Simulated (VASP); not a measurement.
Input of a VASP 6.6.1 run:

Contents of INCAR:

```
SYSTEM = InAs5
ALGO = Normal ; EDIFF = 1E-6
ENCUT = 520 ; GGA = PE
ISIF = 2 ; ISMEAR = 0
LASPH = .TRUE. ; LCHARG = .TRUE.
LELF = .TRUE. ; LREAL = .FALSE.
LVHAR = .TRUE. ; LWAVE = .FALSE.
NBANDS = 28 ; NELM = 100
PREC = Accurate ; SIGMA = 0.1
```

Contents of KPOINTS:

```
k-points
0
G
  12 12 8
  0 0 0
```

File POSCAR:

```
InAs5
1.0
    5.5104324379      0.0000000000      0.0000000000
   -2.7552162190      4.7721744771      0.0000000000
    0.0000000000      0.0000000000      5.0757099225
In As
1 5
Direct
    0.0000000000      0.0000000000      0.0000000000
    0.3333333333      0.6666666667      0.0000000000
    0.6666666667      0.3333333333      0.0000000000
    0.5000000000      0.0000000000      0.5000000000
    0.5000000000      0.5000000000      0.5000000000
    0.0000000000      0.5000000000      0.5000000000
```

Potentials or basis: VASP PAW PBE potentials, release 64 (In_d, As).

Run with:

```bash
$ cat potpaw_PBE.64/In_d/POTCAR potpaw_PBE.64/As/POTCAR > POTCAR
$ mpirun -np 1 vasp_std > vasp.out
```

Q: What does it give for the pressure?

A: 0.0 GPa.

Q: Predict the band gap on the k mesh.

A: Zero (band 19 reaches 6.16 eV, above the bottom of band 20 at 4.98 eV).

Caveat: spin-orbit coupling is left out, which moves the levels of the heavy elements.
